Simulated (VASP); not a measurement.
A run of VASP 6.6.1:

File INCAR:

```
PREC = Accurate ; ENCUT = 520
EDIFF = 1E-7 ; ISMEAR = 0
SIGMA = 0.1 ; LREAL = F
LASPH = T ; NELM = 80
ALGO = Fast ; ISIF = 2
LWAVE = F ; LCHARG = F
GGA = PE ; NBANDS = 30
```

Contents of KPOINTS:

```
Automatic mesh
0
Gamma
  14 10 6
```

POSCAR

```
BPd4
1.0
    2.8553357005      0.0000000000      0.0000000000
    0.0000000000      4.3627940188      0.0000000000
    0.0000000000      0.0000000000      5.8872397336
B Pd
1 4
Direct
    0.5000000000      0.0000000000      0.8606072748
    0.5000000000      0.5000000000      0.8756092647
    0.0000000000      0.5000000000      0.3334579813
    0.0000000000      0.0000000000      0.6163278551
    0.5000000000      0.0000000000      0.1909976140
```

Potentials or basis: VASP PAW PBE potentials, release 64 (B, Pd).

Command:

```console
$ cat potpaw_PBE.64/B/POTCAR potpaw_PBE.64/Pd/POTCAR > POTCAR
$ mpirun -np 1 vasp_std > vasp.out
```

Hardware: 1 thread of Intel(R) Xeon(R) 6975P-C (Granite Rapids) (shared host).

Task: Estimate the wall time of this run.

Result: Wall time 2.6 min on 1 thread of Intel(R) Xeon(R) 6975P-C (Granite Rapids), on a shared host, peak memory 0.43 GiB. Counts: scf iterations 17, k points 192.
